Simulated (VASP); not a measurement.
# YZnC4N4 (P4/mmm) in VASP: notebook

YZnC4N4 is run at these levels: PBE; tasks: single point.

Everything below comes from runs of VASP 6.6.1. Logs are shortened: lines on timing, memory, paths and dates and some standing lists are left out, and cuts for length are marked.

## Step 1: The cell of the first run

Symmetry: P4/mmm, No. 123, tetragonal system. Conventional cell: a = 7.472 Å, b = 7.472 Å, c = 3.257 Å, α = 90.00°, β = 90.00°, γ = 90.00°. Y (site symmetry 4/mmm) has 4 C at 2.11 Å within 2.8 Å. Zn (site symmetry 4/mmm) has 4 N at 2.01 Å within 2.7 Å. C (site symmetry m2m) has 1 N at 1.17 Å within 1.6 Å. N (site symmetry m2m) has 1 C at 1.17 Å within 1.6 Å.

## Step 2: Single point, PBE

Contents of INCAR:

```
  ALGO = Normal
  EDIFF = 1E-6
  ENCUT = 520
  GGA = PE
  ISIF = 2
  ISMEAR = 0
  LASPH = True
  LCHARG = True
  LELF = True
  LREAL = False
  LVHAR = True
  LWAVE = False
  NBANDS = 40
  NELM = 100
  PREC = Accurate
  SIGMA = 0.1
```

Contents of KPOINTS:

```
k-points
0
Gamma
  4 4 6
```

Contents of POSCAR:

```
YZnC4N4
1.0
    7.4719973600      0.0000000000      0.0000000000
    0.0000000000      7.4719973600      0.0000000000
    0.0000000000      0.0000000000      3.2571317100
Y Zn C N
1 1 4 4
Direct
    0.0000000000      0.0000000000      0.0000000000
    0.5000000000      0.5000000000      0.0000000000
    0.1992997100      0.8007002900      0.0000000000
    0.8007002900      0.1992997100      0.0000000000
    0.1992997100      0.1992997100      0.0000000000
    0.8007002900      0.8007002900      0.0000000000
    0.3100217700      0.6899782300      0.0000000000
    0.6899782300      0.3100217700      0.0000000000
    0.3100217700      0.3100217700      0.0000000000
    0.6899782300      0.6899782300      0.0000000000
```

Potentials or basis: VASP PAW PBE potentials, release 64 (Y_sv, Zn, C, N).

On the command line:

```
> cat potpaw_PBE.64/Y_sv/POTCAR potpaw_PBE.64/Zn/POTCAR potpaw_PBE.64/C/POTCAR potpaw_PBE.64/N/POTCAR > POTCAR
> mpirun -np 1 vasp_std > vasp.out
```

OUTCAR:

```text
EDIFF = 1E-6
   ENCUT = 520
   GGA = PE
   ISIF = 2
   ISMEAR = 0
   LASPH = True
   LREAL = False
   NELM = 100
   PREC = Accurate

 ion  position               nearest neighbor table
   1  0.000  0.000  0.000-   3 2.11   4 2.11   5 2.11   6 2.11
   2  0.500  0.500  0.000-   7 2.01   8 2.01   9 2.01  10 2.01
   3  0.199  0.801  0.000-   7 1.17   1 2.11
   4  0.801  0.199  0.000-   8 1.17   1 2.11
   5  0.199  0.199  0.000-   9 1.17   1 2.11
   6  0.801  0.801  0.000-  10 1.17   1 2.11
   7  0.310  0.690  0.000-   3 1.17   2 2.01
   8  0.690  0.310  0.000-   4 1.17   2 2.01
   9  0.310  0.310  0.000-   5 1.17   2 2.01
  10  0.690  0.690  0.000-   6 1.17   2 2.01

  LATTYP: Found a simple tetragonal cell.
 ALAT       =     7.4719973600
 C/A-ratio  =     0.4359117854

  Lattice vectors:

 A1 = (   7.4719973600,   0.0000000000,   0.0000000000)
 A2 = (   0.0000000000,   7.4719973600,   0.0000000000)
 A3 = (   0.0000000000,   0.0000000000,   3.2571317100)

Analysis of symmetry for initial positions (statically):
=====================================================================
 Subroutine PRICEL returns:
 Original cell was already a primitive cell.

 Routine SETGRP: Setting up the symmetry group for a
 simple tetragonal supercell.

 Subroutine GETGRP returns: Found 16 space group operations
 (whereof 16 operations were pure point group operations)
 out of a pool of 16 trial point group operations.

The static configuration has the point symmetry D_4h.

Analysis of symmetry for dynamics (positions and initial velocities):
=====================================================================
 Subroutine PRICEL returns:
 Original cell was already a primitive cell.

 Routine SETGRP: Setting up the symmetry group for a
 simple tetragonal supercell.

 Subroutine GETGRP returns: Found 16 space group operations
 (whereof 16 operations were pure point group operations)
 out of a pool of 16 trial point group operations.

The dynamic configuration has the point symmetry D_4h.

 Subroutine INISYM returns: Found 16 space group operations
 (whereof 16 operations are pure point group operations),
 and found     1 'primitive' translations

----------------------------------------------------------------------------------------

                                     Primitive cell

  volume of cell :     181.8481

  direct lattice vectors                    reciprocal lattice vectors
     7.471997360  0.000000000  0.000000000     0.133833024  0.000000000  0.000000000
     0.000000000  7.471997360  0.000000000     0.000000000  0.133833024  0.000000000
     0.000000000  0.000000000  3.257131710     0.000000000  0.000000000  0.307018595

  length of vectors
     7.471997360  7.471997360  3.257131710     0.133833024  0.133833024  0.307018595

  position of ions in fractional coordinates (direct lattice)
     0.000000000  0.000000000  0.000000000
     0.500000000  0.500000000  0.000000000
     0.199299710  0.800700290  0.000000000
     0.800700290  0.199299710  0.000000000
     0.199299710  0.199299710  0.000000000
     0.800700290  0.800700290  0.000000000
     0.310021770  0.689978230  0.000000000
     0.689978230  0.310021770  0.000000000
     0.310021770  0.310021770  0.000000000
     0.689978230  0.689978230  0.000000000

  ion indices of the primitive-cell ions
   primitive index   ion index
                 1           1
                 2           2
                 3           3
                 4           4
                 5           5
                 6           6
                 7           7
                 8           8
                 9           9
                10          10

----------------------------------------------------------------------------------------

 KPOINTS: k-points

Automatic generation of k-mesh.
 Grid dimensions read from file:
 generate k-points for:    4    4    6

 Generating k-lattice:

  Cartesian coordinates                     Fractional coordinates (reciprocal lattice)
     0.033458256  0.000000000  0.000000000     0.250000000  0.000000000  0.000000000
     0.000000000  0.033458256  0.000000000     0.000000000  0.250000000  0.000000000
     0.000000000  0.000000000  0.051169766     0.000000000  0.000000000  0.166666667

  Length of vectors
     0.033458256  0.033458256  0.051169766

  Shift w.r.t. Gamma in fractional coordinates (k-lattice)
     0.000000000  0.000000000  0.000000000

 Subroutine IBZKPT returns following result:
 ===========================================

 Found     24 irreducible k-points:

 Following reciprocal coordinates:
            Coordinates               Weight
  0.000000  0.000000  0.000000      1.000000
  0.250000  0.000000  0.000000      4.000000
  0.500000  0.000000  0.000000      2.000000
  0.250000  0.250000  0.000000      4.000000
  0.500000  0.250000  0.000000      4.000000
  0.500000  0.500000  0.000000      1.000000
[... 16 lines left out ...]
  0.500000  0.250000  0.500000      4.000000
  0.500000  0.500000  0.500000      1.000000
   k-points           NKPTS =     24   k-points in BZ     NKDIM =     24   number of bands    NBANDS=     40
   number of dos      NEDOS =    301   number of ions     NIONS =     10
   total plane-waves  NPLWV =  75264
   dimension x,y,z NGX =    56 NGY =   56 NGZ =   24
   dimension x,y,z NGXF=   112 NGYF=  112 NGZF=   48
   ions per type =               1   1   4   4
   NGX,Y,Z   is equivalent  to a cutoff of  12.46, 12.46, 12.25 a.u.
   NGXF,Y,Z  is equivalent  to a cutoff of  24.92, 24.92, 24.50 a.u.
 SYSTEM =  unknown system
   PREC   = accura    normal or accurate (medium, high low for compatibility)
   ISTART =      0    job   : 0-new  1-cont  2-samecut
   ICHARG =      2    charge: 1-file 2-atom 10-const
   ISPIN  =      1    spin polarized calculation?
   LNONCOLLINEAR =      F non collinear calculations
   LSORBIT =      F    spin-orbit coupling
   LASPH  =      T    aspherical Exc in radial PAW
   ENCUT  =  520.0 eV  38.22 Ry    6.18 a.u.  13.89 13.89  6.06*2*pi/ulx,y,z
   NELM   =    100;   NELMIN=  2; NELMDL= -5     # of ELM steps
   EDIFF  = 0.1E-05   stopping-criterion for ELM
   LREAL  =      F    real-space projection
   EDIFFG = 0.1E-04   stopping-criterion for IOM
   NSW    =      0    number of steps for IOM
   IBRION =     -1    ionic relax: 0-MD 1-quasi-New 2-CG
   NFREE  =      0    steps in history (QN), initial steepest desc. (CG)
   ISIF   =      2    stress and relaxation
   ISYM   =      2    0-nonsym 1-usesym 2-fastsym
   POTIM  = 0.5000    time-step for ionic-motion
   TEBEG  =    0.0;   TEEND  =   0.0 temperature during run
   PSTRESS=    0.0 pullay stress
   NELECT =      59.0000    total number of electrons
   NUPDOWN=      -1.0000    fix difference up-down
   EMIN   =  10.00;   EMAX   =-10.00  energy-range for DOS
   EFERMI =   0.00;   METHOD = LEGACY
   ISMEAR =     0;   SIGMA  =   0.10  broadening in eV -4-tet -1-fermi 0-gaus
   EFERMI_NEDOS =   21; number of points for ismear=-14 and -15
   IALGO  =     38    algorithm
   IMIX   =      4    mixing-type and parameters
     AMIX     =   0.40;   BMIX     =  1.00
     AMIX_MAG =   1.60;   BMIX_MAG =  1.00
  volume/ion in A,a.u.               =      18.18       122.72
  Fermi-wavevector in a.u.,A,eV,Ry     =   1.124922  2.125795 17.217500  1.265451
  Thomas-Fermi vector in A             =   2.261597
   LORBIT       =      0    0 simple, 1 ext, 2 COOP (PROOUT), +10 PAW based schemes
   GGA     = PE    functional components
   LHFCALC =     F    Hartree Fock is set to
   AEXX    =    0.0000 exact exchange contribution
   IVDW    =     0    specifies the selected vdW correction
   LEPSILON=     F    determine dielectric tensor
   LRPA    =     F    only Hartree local field effects (RPA)
 non-spin polarized calculation
 Gauss-broadening in eV      SIGMA  =   0.10
  energy-cutoff  :      520.00
  volume of cell :      181.85
 maximum number of plane-waves:      4936
 NGX is ok and might be reduce to    56
   NGX = 27   NGY = 27   NGZ = 13

 number of electron      59.0000028 magnetization

 Free energy of the ion-electron system (eV)
  ---------------------------------------------------
  ext. energy  EPLUGINS =         0.00000000
  ---------------------------------------------------
  free energy    TOTEN  =       -71.22568609 eV

  energy without entropy =      -71.20614159  energy(sigma->0) =      -71.21591384

 E-fermi :   0.5284     XC(G=0):  -7.8414

 val. band max:        0.5226052420   @ k =   0.5000   0.5000   0.5000
 cond. band min:       0.5337405015   @ k =   0.2500   0.0000   0.3333
 fundamental gap:      0.0111352595
 Fermi energy:         0.5284132374

 k-point     1 :       0.0000    0.0000    0.0000
  band No.  band energies     occupation
      1     -41.1177      2.00000
      2     -21.6383      2.00000
      3     -21.6383      2.00000
      4     -21.0684      2.00000
      5     -18.0888      2.00000
      6     -17.8795      2.00000
[... 32 lines left out ...]
     39       5.5462      0.00000
     40       6.0832      0.00000

 k-point     2 :       0.2500    0.0000    0.0000
  band No.  band energies     occupation
      1     -41.1177      2.00000
      2     -21.6385      2.00000
      3     -21.6382      2.00000
      4     -21.0684      2.00000
      5     -18.0629      2.00000
      6     -17.9071      2.00000
[... 32 lines left out ...]
     39       5.6367      0.00000
     40       5.7297      0.00000

 k-point     3 :       0.5000    0.0000    0.0000
  band No.  band energies     occupation
      1     -41.1177      2.00000
      2     -21.6387      2.00000
      3     -21.6381      2.00000
      4     -21.0684      2.00000
      5     -18.0198      2.00000
      6     -17.9518      2.00000
[... 853 lines left out ...]
  band No.  band energies     occupation
      1     -41.0434      2.00000
      2     -21.8144      2.00000
      3     -21.5399      2.00000
      4     -21.5397      2.00000
      5     -17.8504      2.00000
      6     -17.7506      2.00000
[... 32 lines left out ...]
     39       6.4931      0.00000
     40       6.6087      0.00000

 k-point    24 :       0.5000    0.5000    0.5000
  band No.  band energies     occupation
      1     -41.0434      2.00000
      2     -21.8144      2.00000
      3     -21.5398      2.00000
      4     -21.5398      2.00000
      5     -17.8632      2.00000
      6     -17.7094      2.00000
[... 32 lines left out ...]
     39       6.2997      0.00000
     40       6.2998      0.00000

------------------------ aborting loop because EDIFF is reached ----------------------------------------

  FORCE on cell =-STRESS in cart. coord.  units (eV):
  Direction    XX          YY          ZZ          XY          YZ          ZX
  --------------------------------------------------------------------------------------
  -------------------------------------------------------------------------------------
  Total       25.4438537     25.4438537      4.2763164      0.0000000      0.0000000     -0.0000000
  in kB      224.1737371    224.1737371     37.6765973      0.0000000      0.0000000     -0.0000000
  external PRESSURE =     162.0080238 kB  Pullay stress =       0.0000000 kB

 VOLUME and BASIS-vectors are now :
 -----------------------------------------------------------------------------
  energy-cutoff  :      520.00
  volume of cell :      181.85
      direct lattice vectors                 reciprocal lattice vectors
     7.471997360  0.000000000  0.000000000     0.133833024  0.000000000  0.000000000
     0.000000000  7.471997360  0.000000000     0.000000000  0.133833024  0.000000000
     0.000000000  0.000000000  3.257131710     0.000000000  0.000000000  0.307018595

 POSITION                                       TOTAL-FORCE (eV/Angst)
 -----------------------------------------------------------------------------------
      0.00000      0.00000      0.00000        -0.000000     -0.000000      0.000000
      3.73600      3.73600      0.00000        -0.000000     -0.000000      0.000000
      1.48917      5.98283      0.00000         3.387414     -3.387414     -0.000000
      5.98283      1.48917      0.00000        -3.387414      3.387414      0.000000
      1.48917      1.48917      0.00000         3.387414      3.387414     -0.000000
      5.98283      5.98283      0.00000        -3.387414     -3.387414      0.000000
      2.31648      5.15552      0.00000         0.335980     -0.335980      0.000000
      5.15552      2.31648      0.00000        -0.335980      0.335980     -0.000000
      2.31648      2.31648      0.00000         0.335980      0.335980     -0.000000
      5.15552      5.15552      0.00000        -0.335980     -0.335980      0.000000
 -----------------------------------------------------------------------------------
    total drift:                                0.000000     -0.000000      0.000000

  FREE ENERGIE OF THE ION-ELECTRON SYSTEM (eV)
  ---------------------------------------------------
  free  energy   TOTEN  =       -71.2256860913 eV

  energy  without entropy=      -71.2061415890  energy(sigma->0) =      -71.21591384
```

Wall time 4.2 min (1 thread of AMD EPYC 7R43 (Zen 3), shared host); peak memory 0.34 GiB.

What came out:

| Quantity | Value |
| --- | --- |
| Free energy | -71.2257 eV |
| Pressure | 16.2 GPa |
| Largest force | 4.791 eV/Å |
| Band gap on the k mesh | zero (an odd number of electrons rules out a gap without spin polarisation) |

Forces on the atoms (eV/Å):
```
Y    0.000  0.000  0.000
Zn   0.000  0.000  0.000
C    3.387 -3.387  0.000
C   -3.387  3.387  0.000
C    3.387  3.387  0.000
C   -3.387 -3.387  0.000
N    0.336 -0.336  0.000
N   -0.336  0.336  0.000
N    0.336  0.336  0.000
N   -0.336 -0.336  0.000
```

Levels at points of the mesh, in eV from the Fermi level:
```
           k point  band 27  band 28  band 29  band 30  band 31  band 32  band 33  band 34
(0.00, 0.00, 0.00)    -3.56    -3.56    -3.20    -0.62     0.18     2.85     2.85     3.04
(0.50, 0.00, 0.00)    -3.67    -3.61    -2.47    -0.62     0.51     2.57     2.80     2.91
(0.50, 0.50, 0.00)    -3.25    -3.25    -3.20    -0.61     0.93     2.85     2.85     3.00
(0.00, 0.00, 0.50)    -3.06    -2.93    -2.93    -0.10    -0.03    -0.03     0.74     3.25
(0.50, 0.00, 0.50)    -3.88    -3.09    -2.09    -0.83     0.11     1.03     1.29     2.53
(0.50, 0.50, 0.50)    -3.03    -2.74    -2.74    -0.01    -0.01     0.62     1.41     1.49
```

Caveat: the stress differs along the axes, from 4 to 22 GPa; an odd number of electrons without spin polarisation forces a metal; a magnetic or distorted state may lie lower.

## Step 3: Single point, PBE

This run uses another cell than the first one, of 24.73 Å³/atom.

Contents of INCAR:

```
SYSTEM = YZnC4N4
ALGO = Normal
EDIFF = 1E-6
ENCUT = 520
GGA = PE
ISIF = 2
ISMEAR = 0
LASPH = .True.
LCHARG = .False.
LREAL = .False.
LWAVE = .False.
NBANDS = 40
NELM = 80
PREC = Accurate
SIGMA = 0.1
```

Contents of KPOINTS:

```
k-points
0
Gamma
  4 4 6
  0 0 0
```

Contents of POSCAR:

```
YZnC4N4
1.0
    8.0712276516      0.0000000000      0.0000000000
    0.0000000000      8.0712276516      0.0000000000
    0.0000000000      0.0000000000      3.7966078536
Y Zn C N
1 1 4 4
Direct
    0.0000000000      0.0000000000      0.0000000000
    0.5000000000      0.5000000000      0.0000000000
    0.2198744397      0.7801255603      0.0000000000
    0.7801255603      0.2198744397      0.0000000000
    0.2198744397      0.2198744397      0.0000000000
    0.7801255603      0.7801255603      0.0000000000
    0.3220925326      0.6779074674      0.0000000000
    0.6779074674      0.3220925326      0.0000000000
    0.3220925326      0.3220925326      0.0000000000
    0.6779074674      0.6779074674      0.0000000000
```

Potentials or basis: VASP PAW PBE potentials, release 64 (Y_sv, Zn, C, N).

On the command line:

```
> cat potpaw_PBE.64/Y_sv/POTCAR potpaw_PBE.64/Zn/POTCAR potpaw_PBE.64/C/POTCAR potpaw_PBE.64/N/POTCAR > POTCAR
> mpirun -np 1 vasp_std > vasp.out
```

Run time: 5.6 min. Hardware: 1 thread of AMD EPYC 7R43 (Zen 3), shared host; peak memory 0.42 GiB.

The run converged. Its results:

| Quantity | Value |
| --- | --- |
| Free energy | -74.9880 eV |
| Pressure | 0.4 GPa |
| Largest force | 0.452 eV/Å |
| Band gap on the k mesh | zero (an odd number of electrons rules out a gap without spin polarisation) |

Forces in eV/Å, atoms in the order of the input:
```
Y    0.000  0.000  0.000
Zn   0.000  0.000  0.000
C   -0.320  0.320  0.000
C    0.320 -0.320  0.000
C   -0.320 -0.320  0.000
C    0.320  0.320  0.000
N    0.293 -0.293  0.000
N   -0.293  0.293  0.000
N    0.293  0.293  0.000
N   -0.293 -0.293  0.000
```

Stress tensor (GPa, compression positive):
```
0.43 0.00 0.00
0.00 0.43 0.00
0.00 0.00 0.32
```

Levels at points of the mesh, in eV from the Fermi level:
```
           k point  band 27  band 28  band 29  band 30  band 31  band 32  band 33  band 34
(0.00, 0.00, 0.00)    -4.34    -4.23    -3.46    -0.52     0.60     2.28     2.28     2.60
(0.50, 0.00, 0.00)    -4.36    -4.35    -3.21    -0.52     0.81     2.00     2.33     2.57
(0.50, 0.50, 0.00)    -4.12    -4.12    -3.60    -0.51     1.06     2.28     2.28     2.57
(0.00, 0.00, 0.50)    -4.17    -4.17    -3.38     0.20     0.50     0.50     0.95     2.62
(0.50, 0.00, 0.50)    -4.36    -4.27    -3.05    -0.07     0.58     1.12     1.15     2.04
(0.50, 0.50, 0.50)    -3.94    -3.94    -3.48     0.51     0.51     0.86     1.23     1.38
```

Caveat: an odd number of electrons without spin polarisation forces a metal; a magnetic or distorted state may lie lower.

(Continued in part 2 of 2.)

The gap in the log of VASP goes by the Fermi energy; the results here count the filled bands.